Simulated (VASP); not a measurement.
## LaAl3As2H6O14: electric field gradients with PBE

The system is LaAl3As2H6O14.

```
CELL_PARAMETERS angstrom
3.51580 2.02985 5.50503
-3.51580 2.02985 5.50503
0.00000 -4.05970 5.50503
ATOMIC_POSITIONS crystal
La 0.00000 0.00000 0.00000
Al 0.00000 0.00000 0.50000
Al 0.50000 0.00000 0.00000
Al 0.00000 0.50000 0.00000
H 0.31600 0.73400 0.31600
H 0.31600 0.31600 0.73400
H 0.73400 0.31600 0.31600
H 0.68400 0.26600 0.68400
H 0.26600 0.68400 0.68400
H 0.68400 0.68400 0.26600
As 0.31492 0.31492 0.31492
As 0.68508 0.68508 0.68508
O 0.58543 0.58543 0.58543
O 0.41457 0.41457 0.41457
O 0.15022 0.53576 0.15022
O 0.15022 0.15022 0.53576
O 0.53576 0.15022 0.15022
O 0.84978 0.46424 0.84978
O 0.46424 0.84978 0.84978
O 0.84978 0.84978 0.46424
O 0.25974 0.89155 0.25974
O 0.25974 0.25974 0.89155
O 0.89155 0.25974 0.25974
O 0.74026 0.10845 0.74026
O 0.10845 0.74026 0.74026
O 0.74026 0.74026 0.10845
```

| Item | Value |
| --- | --- |
| Program | VASP 6.6.1 |
| Task | electric field gradients |
| Functional | PBE |
| Potentials or basis | VASP PAW PBE potentials, release 64 (La, Al, H, As_d, O) |
| Cutoff | 520 eV |
| k mesh | 4 × 4 × 4 |
| Occupations | fermi-dirac, width 0.02 eV |
| Spin | no spin polarisation |
| Dipole correction | no |
| Further INCAR settings | LREAL = Auto; ALGO = Normal; EDIFF = 1e-08; NBANDS = 89 |

- Pressure: 14.4 GPa
- Largest force: 5.447 eV/Å
- Band gap on the k mesh: 4.42 eV (least direct gap 4.44 eV)
- Largest electric field gradient by atom: La -9.5; Al +6.9; H +62.0; As -57.6; O +130.6, +118.3, +77.4 (each value once) V/Å²

Forces in eV/Å, atoms in the order of the input:
```
La   0.000  0.000  0.000
Al   0.000  0.000  0.000
Al   0.000  0.000  0.000
Al   0.000  0.000  0.000
H    4.484 -2.589 -1.691
H    0.000  5.178 -1.691
H   -4.484 -2.589 -1.691
H   -4.484  2.589  1.691
H    4.484  2.589  1.691
H    0.000 -5.178  1.691
As   0.000  0.000  0.913
As   0.000  0.000 -0.913
O    0.000  0.000 -0.925
O    0.000  0.000  0.925
O   -1.013  0.585 -0.557
O    0.000 -1.170 -0.557
O    1.013  0.585 -0.557
O    1.013 -0.585  0.557
O   -1.013 -0.585  0.557
O    0.000  1.170  0.557
O   -4.215  2.434  1.520
O    0.000 -4.867  1.520
O    4.215  2.434  1.520
O    4.215 -2.434 -1.520
O   -4.215 -2.434 -1.520
O    0.000  4.867 -1.520
```

Stress tensor (GPa, compression positive):
```
17.35  0.00  0.00
 0.00 17.35  0.00
 0.00  0.00  8.60
```

Levels at points of the mesh, in eV from the valence-band top:
```
           k point  band 66  band 67  band 68  band 69  band 70  band 71  band 72  band 73  band 74  band 75
(0.00, 0.00, 0.00)    -0.62    -0.62    -0.40    -0.40    -0.21     4.45     4.49     4.49     4.55     4.55
(0.50, 0.00, 0.00)    -0.57    -0.50    -0.42    -0.39    -0.08     4.42     4.46     4.49     4.53     4.62
(0.50, 0.50, 0.00)    -0.55    -0.48    -0.44    -0.36    -0.31     4.45     4.46     4.47     4.53     4.63
(0.50, 0.50, 0.50)    -0.46    -0.46    -0.44    -0.44     0.00     4.44     4.48     4.48     4.55     4.57
```

Electric field gradients, principal values (V/Å²):
```csv
atom,least,middle,greatest (by size)
1 La,4.761,4.761,-9.521
2 Al,-2.080,-4.840,6.920
3 Al,-2.080,-4.840,6.920
4 Al,-2.080,-4.840,6.920
5 H,-29.551,-32.459,62.010
6 H,-29.551,-32.459,62.010
7 H,-29.551,-32.459,62.010
8 H,-29.551,-32.459,62.010
9 H,-29.551,-32.459,62.010
10 H,-29.551,-32.459,62.010
11 As,28.809,28.809,-57.619
12 As,28.809,28.809,-57.619
13 O,-65.296,-65.296,130.593
14 O,-65.296,-65.296,130.593
15 O,-29.757,-88.523,118.280
16 O,-29.757,-88.523,118.280
17 O,-29.757,-88.523,118.280
18 O,-29.757,-88.523,118.280
19 O,-29.757,-88.523,118.280
20 O,-29.757,-88.523,118.280
21 O,-8.567,-68.801,77.368
22 O,-8.567,-68.801,77.368
23 O,-8.567,-68.801,77.368
24 O,-8.567,-68.801,77.368
25 O,-8.567,-68.801,77.368
26 O,-8.567,-68.801,77.368
```

Run time: 9.6 min on 1 thread of AMD EPYC 9R45 96-Core Processor (Zen 5) (shared host), peak memory 0.49 GiB.

Caveat: the stress differs along the axes, from 9 to 17 GPa; without QUAD_EFG the Cq values of the log hold for a quadrupole moment of 1 mb, not for the nuclei; spin-orbit coupling is left out, which moves the levels of the heavy elements; forces of over 1 eV/Å act on the atoms, so gaps and moduli don't describe the material at rest. A k mesh can miss the band edges.
